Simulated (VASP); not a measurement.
The system is Au.

```
CELL_PARAMETERS angstrom
-1.79631 1.79631 1.39285
1.79631 -1.79631 1.39285
1.79631 1.79631 -1.39285
ATOMIC_POSITIONS crystal
Au 0.00000 0.00000 0.00000
```

| Quantity | Value |
| --- | --- |
| Program | VASP 6.6.1 |
| Task | relaxation of cell and atoms |
| Functional | r2SCAN |
| Potentials or basis | VASP PAW PBE potentials, release 64 (Au) |
| Cutoff | 600 eV |
| k mesh | 24 × 24 × 24 |
| Occupations | gaussian, width 0.1 eV |
| Spin | no spin polarisation |

At the start: pressure -0.3 GPa; volume 17.98 Å³/atom.

Problem. Where does the relaxation end?

Solution. Over 6 steps the energy falls by 7.9 meV/atom and the volume is 17.74 Å³/atom (-1.3 %); space group I4/mmm (No. 139, to 0.1 Å) before and after.

Step by step:
| step | energy change (eV) | largest force (eV/Å) | pressure (GPa) | volume (Å³) |
| --- | --- | --- | --- | --- |
| 1 | 0.0000 | 0.0000 | -0.33 | 17.98 |
| 2 | -0.0056 | 0.0000 | -0.24 | 17.88 |
| 3 | -0.0067 | 0.0000 | 0.00 | 17.81 |
| 4 | -0.0077 | 0.0000 | 0.68 | 17.67 |
| 5 | -0.0069 | 0.0000 | -1.54 | 17.92 |
| 6 | -0.0079 | 0.0000 | -0.01 | 17.74 |

Final structure:
```
Au
1.0
    -1.74560    1.74560    1.45556
     1.74560   -1.74560    1.45556
     1.74560    1.74560   -1.45556
Au
1
Direct
  0.00000 0.00000 0.00000
```

Caveat: the PAW data sets were made with another functional, which shifts forces and pressure a little.
